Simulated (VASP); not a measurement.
Crystal: PbS.

```
CELL_PARAMETERS angstrom
3.75289 0.00000 0.00000
-1.87645 3.25010 0.00000
0.00000 0.00000 6.11721
ATOMIC_POSITIONS crystal
Pb 0.00000 0.00000 0.00000
Pb 0.00000 0.00000 0.50000
S 0.33333 0.66667 0.25000
S 0.66667 0.33333 0.75000
```

* Program: VASP 6.6.1
* Task: relaxation of cell and atoms
* Functional: PBE
* Potentials or basis: VASP PAW PBE potentials, release 64 (Pb_d, S)
* Cutoff: 500 eV
* k mesh: 12 × 12 × 4
* Occupations: fermi-dirac, width 0.02 eV
* Spin: no spin polarisation

At the start: pressure 47.0 GPa; volume 18.65 Å³/atom.

Problem. How do energy, volume and symmetry change on relaxing?

Solution. Over 9 steps the energy falls by 964.3 meV/atom and the volume is 27.44 Å³/atom (+47.1 %); space group P6_3/mmc (No. 194, to 0.1 Å) before and after.

The path:
```
step  energy change (eV)  largest force (eV/Å)  pressure (GPa)  volume (Å³)
   1              0.0000                0.0000           46.97        74.61
   2             -2.4464                0.0000           -8.39       150.47
   3             -3.8276                0.0000           -0.22       110.95
   4             -3.8270                0.0000            0.18       110.13
   5             -3.8456                0.0000            0.18       109.87
   6             -3.8571                0.0000            0.16       109.39
   7             -3.8571                0.0000            0.16       109.41
   8             -3.8572                0.0000           -0.10       109.94
   9             -3.8572                0.0000            0.00       109.74
```

Final structure:
```cif
data_structure
_symmetry_space_group_name_H-M 'P 1'
_symmetry_Int_Tables_number 1
_cell_length_a 4.1544
_cell_length_b 4.1544
_cell_length_c 7.3421
_cell_angle_alpha 90.000
_cell_angle_beta 90.000
_cell_angle_gamma 120.000
_cell_volume 109.74
loop_
_atom_site_label
_atom_site_type_symbol
_atom_site_fract_x
_atom_site_fract_y
_atom_site_fract_z
_atom_site_occupancy
Pb1 Pb 0.00000 0.00000 0.00000 1
Pb2 Pb 0.00000 0.00000 0.50000 1
S1 S 0.33333 0.66667 0.25000 1
S2 S 0.66667 0.33333 0.75000 1
```

Caveat: the volume moved by over 15 % at a fixed basis, so the end points are rough.
